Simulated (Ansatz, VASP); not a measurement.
**SiNi in VASP and in Ansatz**

```xyz
8
Lattice="5.0885 0.0000 0.0000 0.0000 3.3584 0.0000 0.0000 0.0000 5.5262" Properties=species:S:1:pos:R:3 pbc="T T T"
Si    1.6356    2.5188    0.4783
Si    0.9087    0.8396    3.2414
Si    4.1798    2.5188    2.2848
Si    3.4529    0.8396    5.0479
Ni    0.0477    0.8396    1.0353
Ni    2.4965    2.5188    3.7984
Ni    2.5920    0.8396    1.7278
Ni    5.0408    2.5188    4.4909
```

Alike in both runs: task single point; functional PBEsol; k mesh 8 × 10 × 6; occupations gaussian, width 0.1 eV; no spin polarisation.

|  | VASP | Ansatz |
| --- | --- | --- |
| version | VASP 6.6.1 | Ansatz 0.2.0 |
| potentials or method | VASP PAW PBE potentials, release 64 (Si, Ni), cutoff 600 eV | scalar-relativistic, all-electron LAPW |

|  | VASP | Ansatz | Ansatz less VASP |
| --- | --- | --- | --- |
| gap on the k mesh at the Fermi level (eV) | none | none | - |
| pressure (GPa) | 0.1 | 0.0 | -0.18 |
| traceless stress, the component that is largest in VASP (GPa) | -0.09 | 0.01 | +0.095 |
| rms of the force components (eV/Å) | 0.006 | 0.001 | -0.0048 |

VASP's potentials were made for PBE, not for PBEsol. Atom by atom the forces differ by 0.006 eV/Å (rms over components). A gap of «none» marks a metal or a gap that the smearing closes. Ansatz ran all-electron here, and VASP with PAW potentials.
